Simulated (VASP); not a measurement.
TaF3:

```
CELL_PARAMETERS angstrom
3.55357 0.00000 0.00000
0.00000 3.55357 0.00000
0.00000 0.00000 4.04040
ATOMIC_POSITIONS crystal
Ta 0.50000 0.50000 0.50000
F 0.00000 0.50000 0.74105
F 0.50000 0.00000 0.25895
F 0.50000 0.50000 0.00000
```

The cell was generated, and may not be a known phase.

| Quantity | Value |
| --- | --- |
| Program | VASP 6.6.1 |
| Task | relaxation of cell and atoms |
| Functional | PBE |
| Potentials or basis | VASP PAW PBE potentials, release 64 (Ta_pv, F) |
| Cutoff | 600 eV |
| k mesh | 6 × 6 × 4 |
| Occupations | gaussian, width 0.1 eV |
| Spin | collinear spin |
| Starting moments | [1.0, 0.0, 0.0, 0.0] μB |

At the start: pressure 28.8 GPa; volume 12.76 Å³/atom.

Question: How do energy, volume and symmetry change on relaxing?

Answer: Over 17 steps the energy falls by 787.3 meV/atom and the volume is 17.88 Å³/atom (+40.2 %); space group P-4m2 (No. 115, to 0.1 Å) before, Pm-3m (No. 221, to 0.1 Å); moment 2.00 μB per cell.

The path:
```
step  energy change (eV)  largest force (eV/Å)  pressure (GPa)  volume (Å³)
   1              0.0000                2.0145           28.84        51.02
   2             -1.3069                2.4565           -8.60        69.86
   3             -1.3436                2.4165           -4.89        66.19
   4             -2.0386                1.6738           -1.10        67.03
   5             -2.1456                1.2778            2.40        67.42
   6             -2.6086                0.9057           -1.39        70.52
   7             -2.9272                0.5385           -6.08        74.95
   8             -2.9451                0.4055           -7.38        76.32
   9             -3.0372                0.0353            7.44        67.65
  10             -3.1298                0.1754            0.58        71.09
  11             -3.1297                0.1706            0.76        70.99
  12             -3.1410                0.1144            0.77        70.97
  13             -3.1443                0.0571            0.77        70.96
  14             -3.1468                0.0032           -1.09        72.15
  15             -3.1481                0.0233           -0.42        71.71
  16             -3.1487                0.0075            0.21        71.37
  17             -3.1492                0.0139           -0.05        71.51
```

Final structure:
```
CELL_PARAMETERS angstrom
4.14235 0.00000 0.00000
0.00000 4.14235 0.00000
0.00000 0.00000 4.16751
ATOMIC_POSITIONS crystal
Ta 0.50000 0.50000 0.50000
F 0.00000 0.50000 0.50182
F 0.50000 0.00000 0.49818
F 0.50000 0.50000 0.00000
```

Caveat: the k points lie up to 0.38 Å⁻¹ apart in the final cell, too coarse for converged energies and pressures of a metal; the volume moved by over 15 % at a fixed basis, so the end points are rough.
